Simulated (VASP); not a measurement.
**ZnSe: single point with r2SCAN50**

The system is ZnSe.

```
Se Zn
1.0
     0.00000    2.83380    2.83380
     2.83380    0.00000    2.83380
     2.83380    2.83380    0.00000
Se Zn
1 1
Cartesian
  4.2507 4.2507 4.2507
  0.0000 0.0000 0.0000
```

```
Program             : VASP 6.6.1
Task                : single point
Functional          : r2SCAN50
Potentials or basis : VASP PAW PBE potentials, release 64 (Se, Zn)
Cutoff              : 520 eV
k mesh              : 4 × 4 × 4
Occupations         : fermi-dirac, width 0.05 eV
Spin                : no spin polarisation
```

The pressure is -0.6 GPa and the band gap on the k mesh is 5.14 eV.

Levels at points of the mesh, in eV from the valence-band top:
| k point | band 7 | band 8 | band 9 | band 10 | band 11 | band 12 |
| --- | --- | --- | --- | --- | --- | --- |
| (0.00, 0.00, 0.00) | 0.00 | 0.00 | 0.00 | 5.14 | 9.78 | 9.78 |
| (0.50, 0.00, 0.00) | -5.92 | -0.96 | -0.96 | 6.39 | 10.27 | 10.27 |
| (0.50, 0.50, 0.00) | -5.51 | -2.46 | -2.46 | 6.28 | 7.16 | 15.34 |

Run time: 4 min on 1 thread of Intel(R) Xeon(R) 6975P-C (Granite Rapids), with other jobs on the host, peak memory 0.17 GiB.

Caveat: the k points lie up to 0.48 Å⁻¹ apart; the PAW data sets were made with another functional, which shifts forces and pressure a little.
